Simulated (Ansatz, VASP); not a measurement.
# One calculation of TiAl, two programs

```
CELL_PARAMETERS angstrom
3.03817 0.00000 0.00000
0.00000 3.12409 0.00000
0.00000 0.00000 3.12409
ATOMIC_POSITIONS crystal
Ti 0.00000 0.00000 0.00000
Al 0.50000 0.50000 0.50000
```

Change from the starting cell: normal strain along x -0.0275, normal strain along y +0.0000.

Alike in both runs: task single point; functional LDA; k mesh 14 × 14 × 14; occupations gaussian, width 0.15 eV; no spin polarisation.

|  | VASP | Ansatz |
| --- | --- | --- |
| version | VASP 6.6.1 | Ansatz 0.2.0 |
| potentials or method | VASP PAW LDA potentials, release 64 (Ti_sv, Al), cutoff 520 eV | scalar-relativistic, plane waves, PAW |
| valence electrons in the cell | 15 | 15 |

```csv
,VASP,Ansatz,Ansatz less VASP
gap on the k mesh at the Fermi level (eV),none,none,-
pressure (GPa),3.9,3.8,-0.15
"traceless stress, the component that is largest in VASP (GPa)",-0.79,-0.78,+0.005
```

Ansatz warns that its potentials were made for another functional, while VASP's fit it. LDA's correlation is that of Perdew and Zunger in VASP and of Perdew and Wang (1992) in Ansatz. A gap of «none» marks a metal or a gap that the smearing closes.
